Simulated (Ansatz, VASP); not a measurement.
Two plane-wave programs on AlN

Contents of INCAR:

```
SYSTEM = AlN
PREC     = Accurate       ! precision mode
ENCUT    = 520            ! plane-wave cutoff, eV
EDIFF    = 1E-6           ! SCF threshold, eV
ISMEAR   = 0              ! smearing method
SIGMA    = 0.05           ! smearing width, eV
LREAL    = .FALSE.        ! projectors in reciprocal space
LASPH    = .TRUE.         ! aspherical terms in the spheres
NELM     = 60             ! most SCF steps
ALGO     = Normal         ! electronic algorithm
ISIF     = 2              ! what is computed and relaxed
LWAVE    = .FALSE.        ! write WAVECAR
LCHARG   = .FALSE.        ! write CHGCAR
GGA      = RE             ! functional
NBANDS   = 11             ! bands
```

File KPOINTS:

```
Automatic mesh
0
G
  10 10 10
  0 0 0
```

Contents of POSCAR:

```
AlN
1.0
    0.0000000000      2.0307734086      2.0307734086
    2.0307734086      0.0000000000      2.0307734086
    2.0307734086      2.0307734086      0.0000000000
Al N
1 1
Direct
    0.0000000000      0.0000000000      0.0000000000
    0.5000000000      0.5000000000      0.5000000000
```

Input for Ansatz:

```yaml
crystal:
  lattice:
    - [0.0, 2.0307734086, 2.0307734086]
    - [2.0307734086, 0.0, 2.0307734086]
    - [2.0307734086, 2.0307734086, 0.0]
  atoms:
    - { symbol: Al, position: [0.0, 0.0, 0.0] }
    - { symbol: "N", position: [0.5, 0.5, 0.5] }
basis:
  ecutwfc: 420
  ecutrho_ratio: 4
kpoints:
  mp_grid: { grid: [10, 10, 10] }
hamiltonian:
  xc: revpbe
scf:
  occupations: { method: gaussian, width: 0.05 }
output:
  forces: true
  stress: true
  eigenvalues: true
```

Alike in both runs: task single point; functional revPBE; k mesh 10 × 10 × 10; occupations gaussian, width 0.05 eV; no spin polarisation.

|  | VASP | Ansatz |
| --- | --- | --- |
| version | VASP 6.6.1 | Ansatz 0.2.0 |
| potentials or method | VASP PAW PBE potentials, release 64 (Al, N), cutoff 520 eV | scalar-relativistic, plane waves, PAW |
| valence electrons in the cell | 8 | 8 |

|  | VASP | Ansatz | Ansatz less VASP |
| --- | --- | --- | --- |
| gap on the k mesh at the Fermi level (eV) | 4.57 | 4.59 | +0.025 |
| least direct gap on the mesh (eV) | 5.50 | 5.49 | -0.013 |
| pressure (GPa) | 4.6 | 5.3 | +0.67 |

VASP's potentials were made for PBE, not for revPBE.
